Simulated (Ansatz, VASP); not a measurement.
Two plane-wave programs on Rh

```xyz
4
Lattice="2.6737 0.0000 0.0000 -1.3368 2.3155 0.0000 0.0000 0.0000 8.7390" Properties=species:S:1:pos:R:3 pbc="T T T"
Rh    1.3368    0.7718    6.5543
Rh    0.0000    0.0000    4.3695
Rh    0.0000    1.5436    2.1848
Rh    0.0000    0.0000    0.0000
```

Alike in both runs: task single point; functional r2SCAN; k mesh 11 × 11 × 3; occupations fermi-dirac, width 0.05 eV; no spin polarisation.

```csv
,VASP,Ansatz
version,VASP 6.6.1,Ansatz 0.2.0
potentials or method,"VASP PAW PBE potentials, release 64 (Rh_sv_GW)",Ansatz PAW
plane-wave cutoff (eV),580,500
valence electrons in the cell,68,68
```

Ansatz gave:

- gap on the k mesh at the Fermi level (eV): none
- pressure (GPa): 4.7
- traceless stress, the component that is largest in VASP (GPa): -1.04

Q: Which values does VASP return?

A: gap on the k mesh at the Fermi level (eV): none; pressure (GPa): 2.9; traceless stress, the component that is largest in VASP (GPa): -1.06.

VASP's potentials were made for PBE, not for r2SCAN. A gap of «none» marks a metal or a gap that the smearing closes.
